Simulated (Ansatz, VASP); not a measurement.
**AlPt: VASP beside Ansatz**

File INCAR:

```
  PREC = Accurate
  ENCUT = 520
  EDIFF = 1E-7
  ISMEAR = 0
  SIGMA = 0.15
  LREAL = F
  LASPH = T
  NELM = 100
  ALGO = Fast
  ISIF = 2
  LWAVE = F
  LCHARG = F
  GGA = PS
  NBANDS = 36
```

File KPOINTS:

```
regular mesh
0
Gamma
  8 8 8
```

Contents of POSCAR:

```
AlPt
1.0
    4.8685043982      0.0000000000      0.0000000000
    0.0000000000      4.8685043982      0.0000000000
    0.0000000000      0.0000000000      4.8685043982
Al Pt
4 4
Direct
    0.8447494630      0.8447494630      0.8447494630
    0.6552505370      0.1552505370      0.3447494630
    0.3447494630      0.6552505370      0.1552505370
    0.1552505370      0.3447494630      0.6552505370
    0.1421239284      0.1421239284      0.1421239284
    0.3578760716      0.8578760716      0.6421239284
    0.6421239284      0.3578760716      0.8578760716
    0.8578760716      0.6421239284      0.3578760716
```

Input for Ansatz:

```yaml
crystal:
  lattice:
    - [4.8685043982, 0.0, 0.0]
    - [0.0, 4.8685043982, 0.0]
    - [0.0, 0.0, 4.8685043982]
  atoms:
    - { symbol: Al, position: [0.844749463, 0.844749463, 0.844749463] }
    - { symbol: Al, position: [0.655250537, 0.155250537, 0.344749463] }
    - { symbol: Al, position: [0.344749463, 0.655250537, 0.155250537] }
    - { symbol: Al, position: [0.155250537, 0.344749463, 0.655250537] }
    - { symbol: Pt, position: [0.1421239284, 0.1421239284, 0.1421239284] }
    - { symbol: Pt, position: [0.3578760716, 0.8578760716, 0.6421239284] }
    - { symbol: Pt, position: [0.6421239284, 0.3578760716, 0.8578760716] }
    - { symbol: Pt, position: [0.8578760716, 0.6421239284, 0.3578760716] }
basis:
  ecutwfc: 420
kpoints:
  mp_grid: { grid: [8, 8, 8] }
hamiltonian:
  xc: pbesol
scf:
  occupations: { method: gaussian, width: 0.15 }
output:
  forces: true
  stress: true
  eigenvalues: true
```

Change from the starting cell: mode 4 (98.1 1/cm) frozen in, largest displacement +0.100 Å.

Alike in both runs: task single point; functional PBEsol; k mesh 8 × 8 × 8; occupations gaussian, width 0.15 eV; no spin polarisation.

```csv
,VASP,Ansatz
version,VASP 6.6.1,Ansatz 0.2.0
potentials or method,"VASP PAW PBE potentials, release 64 (Al, Pt), cutoff 520 eV","scalar-relativistic, plane waves, PAW"
valence electrons in the cell,52,84
```

```csv
,VASP,Ansatz,Ansatz less VASP
gap on the k mesh at the Fermi level (eV),none,none,-
pressure (GPa),1.0,1.1,+0.07
rms of the force components (eV/Å),0.260,0.257,-0.0031
```

VASP's potentials were made for PBE, not for PBEsol. Atom by atom the forces differ by 0.003 eV/Å (rms over components). A gap of «none» marks a metal or a gap that the smearing closes. VASP's potentials hold 52 valence electrons a cell and Ansatz's 84, so a difference there can come from the potentials and not from the codes.

Spin-orbit coupling is off throughout.
